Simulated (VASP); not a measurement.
AlCo:

```
Co Al
1.0
     2.81940    0.00000    0.00000
     0.00000    2.81940    0.00000
     0.00000    0.00000    2.81940
Co Al
1 1
Direct
  0.50000 0.50000 0.50000
  0.00000 0.00000 0.00000
```

Base run:

* Program: VASP 6.6.1
* Functional: PBE
* Potentials or basis: VASP PAW PBE potentials, release 64 (Co_sv, Al)
* Cutoff: 600 eV
* k mesh: 8 × 8 × 8
* Occupations: fermi-dirac, width 0.05 eV
* Spin: collinear spin, ferromagnetic start
* Starting moments: [2.0, 0.0] μB
* Fixed moment: 2 μB

Its results: pressure 23.6 GPa; site moments Co +1.65; Al +0.04 μB.

**Question.** The run is repeated on the same cell with these changes: functional from PBE to PBEsol. What comes out?

**Answer.** Pressure 18.0 GPa; site moments Co +1.65; Al +0.04 μB.

PBEsol binds more tightly than PBE, so the same cell stands under less pressure.

Caveats: the total moment is fixed, so each spin has its own Fermi level; the PAW data sets were made with another functional, which shifts forces and pressure a little (some runs).
